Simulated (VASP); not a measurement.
# W (Im-3m) in VASP: settings compared, part 2 of 2

VASP 6.6.1. The steps go on from the part before.

### 3 Single point, BLYP+D4

This run uses another cell than the first one, of 15.95 Å³/atom, 1.029 times its volume.

Input file INCAR:

```
SYSTEM = W
  PREC = Accurate
  ENCUT = 520
  EDIFF = 1E-6
  ISMEAR = -1
  SIGMA = 0.05
  LREAL = .FALSE.
  LASPH = .TRUE.
  NELM = 60
  ALGO = Normal
  ISIF = 2
  LWAVE = .FALSE.
  LCHARG = .FALSE.
  GGA = B5
  ALDAX = 1.0
  AGGAX = 1.0
  AGGAC = 1.0
  ALDAC = 0.0
  IVDW = 13
  VDW_S6 = 1.0
  VDW_S8 = 2.34076671
  VDW_A1 = 0.44488865
  VDW_A2 = 4.0933009
  NBANDS = 13
```

Input file KPOINTS:

```
regular mesh
0
G
  12 12 12
  0 0 0
```

Input file POSCAR:

```
W
1.0
   -1.5857114527      1.5857114527      1.5857114527
    1.5857114527     -1.5857114527      1.5857114527
    1.5857114527      1.5857114527     -1.5857114527
W
1
Direct
    0.0000000000      0.0000000000      0.0000000000
```

Potentials or basis: VASP PAW PBE potentials, release 64 (W_sv).

Launch:

```bash
$ cat potpaw_PBE.64/W_sv/POTCAR > POTCAR
$ mpirun -np 1 vasp_std > vasp.out
```

OUTCAR:

```text
SYSTEM = W
   PREC = Accurate
   ENCUT = 520
   EDIFF = 1E-6
   ISMEAR = -1
   LREAL = .FALSE.
   LASPH = .TRUE.
   NELM = 60
   ISIF = 2
   GGA = B5
   IVDW = 13

 ion  position               nearest neighbor table
   1  0.000  0.000  0.000-

  LATTYP: Found a body centered cubic cell.
 ALAT       =     3.1714229054

  Lattice vectors:

 A1 = (  -1.5857114527,   1.5857114527,   1.5857114527)
 A2 = (   1.5857114527,  -1.5857114527,   1.5857114527)
 A3 = (   1.5857114527,   1.5857114527,  -1.5857114527)

Analysis of symmetry for initial positions (statically):
=====================================================================
 Subroutine PRICEL returns:
 Original cell was already a primitive cell.

 Routine SETGRP: Setting up the symmetry group for a
 body centered cubic supercell.

 Subroutine GETGRP returns: Found 48 space group operations
 (whereof 48 operations were pure point group operations)
 out of a pool of 48 trial point group operations.

The static configuration has the point symmetry O_h .

Analysis of symmetry for dynamics (positions and initial velocities):
=====================================================================
 Subroutine PRICEL returns:
 Original cell was already a primitive cell.

 Routine SETGRP: Setting up the symmetry group for a
 body centered cubic supercell.

 Subroutine GETGRP returns: Found 48 space group operations
 (whereof 48 operations were pure point group operations)
 out of a pool of 48 trial point group operations.

The dynamic configuration has the point symmetry O_h .

 Subroutine INISYM returns: Found 48 space group operations
 (whereof 48 operations are pure point group operations),
 and found     1 'primitive' translations

----------------------------------------------------------------------------------------

                                     Primitive cell

  volume of cell :      15.9490

  direct lattice vectors                    reciprocal lattice vectors
    -1.585711453  1.585711453  1.585711453     0.000000000  0.315315879  0.315315879
     1.585711453 -1.585711453  1.585711453     0.315315879  0.000000000  0.315315879
     1.585711453  1.585711453 -1.585711453     0.315315879  0.315315879  0.000000000

  length of vectors
     2.746532802  2.746532802  2.746532802     0.445923992  0.445923992  0.445923992

  position of ions in fractional coordinates (direct lattice)
     0.000000000  0.000000000  0.000000000

  ion indices of the primitive-cell ions
   primitive index   ion index
                 1           1

----------------------------------------------------------------------------------------

 KPOINTS: regular mesh

Automatic generation of k-mesh.
 Grid dimensions read from file:
 generate k-points for:   12   12   12

 Generating k-lattice:

  Cartesian coordinates                     Fractional coordinates (reciprocal lattice)
     0.000000000  0.026276323  0.026276323     0.083333333  0.000000000  0.000000000
     0.026276323  0.000000000  0.026276323     0.000000000  0.083333333  0.000000000
     0.026276323  0.026276323  0.000000000     0.000000000  0.000000000  0.083333333

  Length of vectors
     0.037160333  0.037160333  0.037160333

  Shift w.r.t. Gamma in fractional coordinates (k-lattice)
     0.000000000  0.000000000  0.000000000

 Subroutine IBZKPT returns following result:
 ===========================================

 Found     72 irreducible k-points:

 Following reciprocal coordinates:
            Coordinates               Weight
  0.000000  0.000000  0.000000      1.000000
  0.083333  0.000000  0.000000     12.000000
  0.166667  0.000000  0.000000     12.000000
  0.250000  0.000000  0.000000     12.000000
  0.333333  0.000000  0.000000     12.000000
  0.416667  0.000000  0.000000     12.000000
[... 16 lines left out ...]
  0.333333  0.083333  0.083333     24.000000
  0.416667  0.083333  0.083333     12.000000
 [... further k-points ...]
   k-points           NKPTS =     72   k-points in BZ     NKDIM =     72   number of bands    NBANDS=     13
   number of dos      NEDOS =    301   number of ions     NIONS =      1
   total plane-waves  NPLWV =   8000
   dimension x,y,z NGX =    20 NGY =   20 NGZ =   20
   dimension x,y,z NGXF=    40 NGYF=   40 NGZF=   40
   ions per type =               1
   NGX,Y,Z   is equivalent  to a cutoff of  12.11, 12.11, 12.11 a.u.
   NGXF,Y,Z  is equivalent  to a cutoff of  24.21, 24.21, 24.21 a.u.
 SYSTEM =  W
   PREC   = accura    normal or accurate (medium, high low for compatibility)
   ISTART =      0    job   : 0-new  1-cont  2-samecut
   ICHARG =      2    charge: 1-file 2-atom 10-const
   ISPIN  =      1    spin polarized calculation?
   LNONCOLLINEAR =      F non collinear calculations
   LSORBIT =      F    spin-orbit coupling
   LASPH  =      T    aspherical Exc in radial PAW
   ENCUT  =  520.0 eV  38.22 Ry    6.18 a.u.   5.11  5.11  5.11*2*pi/ulx,y,z
   NELM   =     60;   NELMIN=  2; NELMDL= -5     # of ELM steps
   EDIFF  = 0.1E-05   stopping-criterion for ELM
   LREAL  =      F    real-space projection
   EDIFFG = 0.1E-04   stopping-criterion for IOM
   NSW    =      0    number of steps for IOM
   IBRION =     -1    ionic relax: 0-MD 1-quasi-New 2-CG
   NFREE  =      0    steps in history (QN), initial steepest desc. (CG)
   ISIF   =      2    stress and relaxation
   ISYM   =      2    0-nonsym 1-usesym 2-fastsym
   POTIM  = 0.5000    time-step for ionic-motion
   TEBEG  =    0.0;   TEEND  =   0.0 temperature during run
   PSTRESS=    0.0 pullay stress
   NELECT =      14.0000    total number of electrons
   NUPDOWN=      -1.0000    fix difference up-down
   EMIN   =  10.00;   EMAX   =-10.00  energy-range for DOS
   EFERMI =   0.00;   METHOD = LEGACY
   ISMEAR =    -1;   SIGMA  =   0.05  broadening in eV -4-tet -1-fermi 0-gaus
   EFERMI_NEDOS =   21; number of points for ismear=-14 and -15
   IALGO  =     38    algorithm
   IMIX   =      4    mixing-type and parameters
     AMIX     =   0.40;   BMIX     =  1.00
     AMIX_MAG =   1.60;   BMIX_MAG =  1.00
  volume/ion in A,a.u.               =      15.95       107.63
  Fermi-wavevector in a.u.,A,eV,Ry     =   1.567497  2.962140 33.430146  2.457046
  Thomas-Fermi vector in A             =   2.669668
   LORBIT       =      0    0 simple, 1 ext, 2 COOP (PROOUT), +10 PAW based schemes
   GGA     = B5    functional components
   LHFCALC =     F    Hartree Fock is set to
   AEXX    =    0.0000 exact exchange contribution
   IVDW    =    13    specifies the selected vdW correction
   LEPSILON=     F    determine dielectric tensor
   LRPA    =     F    only Hartree local field effects (RPA)
 non-spin polarized calculation
  energy-cutoff  :      520.00
  volume of cell :       15.95
 maximum number of plane-waves:       456
   NGX = 11   NGY = 11   NGZ = 11

 number of electron      14.0000003 magnetization

 Free energy of the ion-electron system (eV)
  ---------------------------------------------------
  ext. energy  EPLUGINS =         0.00000000
  ---------------------------------------------------
  free energy    TOTEN  =       -11.24667261 eV

  energy without entropy =      -11.24229132  energy(sigma->0) =      -11.24448196

 E-fermi :  11.9087     XC(G=0): -12.9545

 val. band max:       11.8875538818   @ k =   0.1667   0.0000   0.0000
 cond. band min:      11.9262794276   @ k =   0.4167   0.0000   0.0000
 fundamental gap:      0.0387255458
 Fermi energy:        11.9086634831

 k-point     1 :       0.0000    0.0000    0.0000
  band No.  band energies     occupation
      1     -61.8304      2.00000
      2     -25.6684      2.00000
      3     -25.6684      2.00000
      4     -25.6684      2.00000
      5       2.5279      2.00000
      6      10.6245      2.00000
      7      10.6245      2.00000
      8      10.6245      2.00000
      9      14.1196      0.00000
     10      14.1196      0.00000
     11      26.6065      0.00000
     12      26.6065      0.00000
     13      26.6065      0.00000
[... 353 lines left out ...]
 k-point    24 :       0.4167    0.0833    0.0833
  band No.  band energies     occupation
      1     -61.6924      2.00000
      2     -26.8708      2.00000
      3     -26.1474      2.00000
      4     -25.7615      2.00000
      5       6.4143      2.00000
      6       8.3166      2.00000
      7      11.8462      1.55449
      8      14.2289      0.00000
      9      14.9764      0.00000
     10      19.2774      0.00000
     11      21.7760      0.00000
     12      24.3329      0.00000
     13      28.0055      0.00000

 [... further k-points ...]

------------------------ aborting loop because EDIFF is reached ----------------------------------------

  DFT-D4 for vdW energy calculation

  Edisp (eV):   -1.34898

  FORCE on cell =-STRESS in cart. coord.  units (eV):
  Direction    XX          YY          ZZ          XY          YZ          ZX
  --------------------------------------------------------------------------------------
  -------------------------------------------------------------------------------------
  Total       0.17653     0.17653     0.17653     0.00000     0.00000    -0.00000
  in kB      17.73405    17.73405    17.73405     0.00000     0.00000    -0.00000
  external pressure =       17.73 kB  Pullay stress =        0.00 kB

 VOLUME and BASIS-vectors are now :
 -----------------------------------------------------------------------------
  energy-cutoff  :      520.00
  volume of cell :       15.95
      direct lattice vectors                 reciprocal lattice vectors
    -1.585711453  1.585711453  1.585711453     0.000000000  0.315315879  0.315315879
     1.585711453 -1.585711453  1.585711453     0.315315879  0.000000000  0.315315879
     1.585711453  1.585711453 -1.585711453     0.315315879  0.315315879  0.000000000

 POSITION                                       TOTAL-FORCE (eV/Angst)
 -----------------------------------------------------------------------------------
      0.00000      0.00000      0.00000         0.000000      0.000000      0.000000
 -----------------------------------------------------------------------------------
    total drift:                                0.000000     -0.000000      0.000000

  FREE ENERGIE OF THE ION-ELECTRON SYSTEM (eV)
  ---------------------------------------------------
  free  energy   TOTEN  =       -12.5956507269 eV

  energy  without entropy=      -12.5912694344  energy(sigma->0) =      -12.59346008
```

It took 9.1 s on 1 thread of AMD EPYC 9R45 (Zen 5), shared host; peak memory 0.1 GiB.

What came out:

* Free energy: -12.5957 eV
* Pressure: 1.8 GPa
* Band gap on the k mesh: zero (band 7 reaches 16.95 eV, above the bottom of band 8 at 10.62 eV)
* Dispersion energy per atom: -1.349 eV

Caveat: the PAW data sets were made with another functional, which shifts forces and pressure a little; spin-orbit coupling is left out, which moves the levels of the heavy elements; pairwise dispersion overbinds metals, which lowers pressure and volume.

### 4 Relaxation of cell and atoms, PBEsol+D4

This run uses another cell than the first one, of 15.85 Å³/atom, 1.022 times its volume.

Input file INCAR:

```
PREC     = Accurate       # precision mode
ENCUT    = 600            # plane-wave cutoff, eV
EDIFF    = 1E-6           # SCF threshold, eV
ISMEAR   = -1             # smearing method
SIGMA    = 0.05           # smearing width, eV
LREAL    = False          # projectors in reciprocal space
LASPH    = True           # aspherical terms in the spheres
NELM     = 80             # most SCF steps
ALGO     = Normal         # electronic algorithm
ISIF     = 3              # what is computed and relaxed
LWAVE    = False          # write WAVECAR
LCHARG   = False          # write CHGCAR
GGA      = PS             # functional
IVDW     = 13             # dispersion correction
IBRION   = 2              # ionic algorithm
NSW      = 80             # ionic steps
EDIFFG   = -0.02          # ionic threshold
```

Input file KPOINTS:

```
Automatic mesh
0
Gamma
  12 12 12
```

Input file POSCAR:

```
W
1.0
   -1.5823450000      1.5823450000      1.5823450000
    1.5823450000     -1.5823450000      1.5823450000
    1.5823450000      1.5823450000     -1.5823450000
W
1
Direct
    0.0000000000      0.0000000000      0.0000000000
```

Launch:

```bash
$ cat potpaw_PBE.64/W_sv/POTCAR > POTCAR
$ mpirun -np 1 vasp_std > vasp.out
```

Run time: 19 s. Hardware: 1 thread of AMD EPYC 9R45 (Zen 5), shared host; peak memory 0.12 GiB.

It converged, with:

| Property | Result |
| --- | --- |
| Free energy | -14.2329 eV |
| Relaxed volume | 15.54 Å³/atom |
| Relaxed cell | a = 2.723 Å, b = 2.723 Å, c = 2.723 Å, α = 109.47°, β = 109.47°, γ = 109.47° |
| Space group after relaxing (to 0.05 Å) | Im-3m (No. 229) |
| Energy gained by relaxing | 6.0 meV/atom |
| Ionic steps | 4 |
| Pressure after relaxing | 0.0 GPa |
| Band gap on the k mesh | zero (band 7 reaches 16.89 eV, above the bottom of band 8 at 10.30 eV) |
| Dispersion energy per atom | -0.428 eV |

Step by step:
| step | energy change (eV) | largest force (eV/Å) | pressure (GPa) | volume (Å³) |
| --- | --- | --- | --- | --- |
| 1 | 0.0000 | 0.0000 | -6.17 | 15.85 |
| 2 | 0.0755 | 0.0000 | 26.29 | 14.49 |
| 3 | -0.0060 | 0.0000 | -0.23 | 15.55 |
| 4 | -0.0060 | 0.0000 | -0.02 | 15.54 |

Final structure:
```cif
data_structure
_symmetry_space_group_name_H-M 'P 1'
_symmetry_Int_Tables_number 1
_cell_length_a 2.7229
_cell_length_b 2.7229
_cell_length_c 2.7229
_cell_angle_alpha 109.471
_cell_angle_beta 109.471
_cell_angle_gamma 109.471
_cell_volume 15.54
loop_
_atom_site_label
_atom_site_type_symbol
_atom_site_fract_x
_atom_site_fract_y
_atom_site_fract_z
_atom_site_occupancy
W1 W 0.00000 0.00000 0.00000 1
```

Levels at points of the mesh, in eV from the Fermi level:
| k point | band 4 | band 5 | band 6 | band 7 | band 8 | band 9 | band 10 | band 11 |
| --- | --- | --- | --- | --- | --- | --- | --- | --- |
| (0.00, 0.00, 0.00) | -37.58 | -9.69 | -1.20 | -1.20 | -1.20 | 2.35 | 2.35 | 14.65 |
| (0.50, 0.00, 0.00) | -37.59 | -6.35 | -3.60 | 0.84 | 2.26 | 3.27 | 6.42 | 11.62 |
| (0.50, 0.50, 0.50) | -38.54 | -5.95 | -5.95 | 5.39 | 5.39 | 5.39 | 8.49 | 8.49 |

Caveat: the PAW data sets were made with another functional, which shifts forces and pressure a little; spin-orbit coupling is left out, which moves the levels of the heavy elements; pairwise dispersion overbinds metals, which lowers pressure and volume.

### 5 Relaxation of cell and atoms, LDA

This run uses another cell than the first one, of 15.85 Å³/atom, 1.022 times its volume.

Input file INCAR:

```
SYSTEM = W
PREC = Accurate
ENCUT = 600
EDIFF = 1E-7
ISMEAR = -1
SIGMA = 0.05
LREAL = .FALSE.
LASPH = .TRUE.
NELM = 60
ALGO = Normal
ISIF = 3
LWAVE = .FALSE.
LCHARG = .FALSE.
IBRION = 2
NSW = 80
EDIFFG = -0.005
```

Input file KPOINTS:

```
Automatic mesh
0
G
  12 12 12
  0 0 0
```

POSCAR is that of step 4.

Potentials or basis: VASP PAW LDA potentials, release 64 (W_sv).

Launch:

```bash
$ cat potpaw_LDA.64/W_sv/POTCAR > POTCAR
$ mpirun -np 1 vasp_std > vasp.out
```

Run time: 19 s. Hardware: 1 thread of AMD EPYC 9R45 (Zen 5), shared host; peak memory 0.12 GiB.

It converged, with:

* Free energy: -14.1076 eV
* Relaxed volume: 15.49 Å³/atom
* Relaxed cell: a = 2.720 Å, b = 2.720 Å, c = 2.720 Å, α = 109.47°, β = 109.47°, γ = 109.47°
* Space group after relaxing (to 0.05 Å): Im-3m (No. 229)
* Energy gained by relaxing: 8.2 meV/atom
* Ionic steps: 4
* Pressure after relaxing: 0.0 GPa
* Band gap on the k mesh: zero (band 7 reaches 16.98 eV, above the bottom of band 8 at 10.37 eV)

The path:
```csv
step,energy change (eV),largest force (eV/Å),pressure (GPa),volume (Å³)
1,0.0000,0.0000,-7.20,15.85
2,0.1043,0.0000,31.80,14.27
3,-0.0082,0.0000,-0.24,15.50
4,-0.0082,0.0000,-0.04,15.49
```

Final structure:
```xyz
1
Lattice="-1.5703 1.5703 1.5703 1.5703 -1.5703 1.5703 1.5703 1.5703 -1.5703" Properties=species:S:1:pos:R:3 pbc="T T T"
W     0.0000    0.0000    0.0000
```

Levels at points of the mesh, in eV from the Fermi level:
| k point | band 5 | band 6 | band 7 | band 8 | band 9 | band 10 |
| --- | --- | --- | --- | --- | --- | --- |
| (0.00, 0.00, 0.00) | -9.65 | -1.27 | -1.27 | -1.27 | 2.27 | 2.27 |
| (0.50, 0.00, 0.00) | -6.39 | -3.67 | 0.94 | 2.19 | 3.18 | 6.38 |
| (0.50, 0.50, 0.50) | -6.02 | -6.02 | 5.35 | 5.35 | 5.35 | 8.57 |

Caveat: spin-orbit coupling is left out, which moves the levels of the heavy elements. LDA usually gives volumes a few per cent too small.

### 6 Overview

```tsv
task	level	potentials or basis	cell	cutoff (eV)	gap on the mesh (eV)	pressure (GPa)	relaxed volume (Å³/atom)
single point	PBEsol+D4	VASP PAW PBE potentials, release 64 (W_sv)	a = 2.721 Å, angles 109.5°, 1 atom	520	none	0.7	-
single point	BLYP+D4	VASP PAW PBE potentials, release 64 (W_sv)	a = 2.747 Å, angles 109.5°, 1 atom	520	none	1.8	-
relaxation of cell and atoms	PBEsol+D4	VASP PAW PBE potentials, release 64 (W_sv)	relaxed from a = 2.741 Å, angles 109.5°, 1 atom	600	none	0.0	15.54
relaxation of cell and atoms	LDA	VASP PAW LDA potentials, release 64 (W_sv)	relaxed from a = 2.741 Å, angles 109.5°, 1 atom	600	none	0.0	15.49
```

Alike in all rows: no spin polarisation; k mesh 12 × 12 × 12; smearing fermi-dirac 0.05 eV.

Caveats: spin-orbit coupling is left out, which moves the levels of the heavy elements; the PAW data sets were made with another functional, which shifts forces and pressure a little (some runs); pairwise dispersion overbinds metals, which lowers pressure and volume (some runs).

Absolute energies hang on the potentials; compare differences alone.
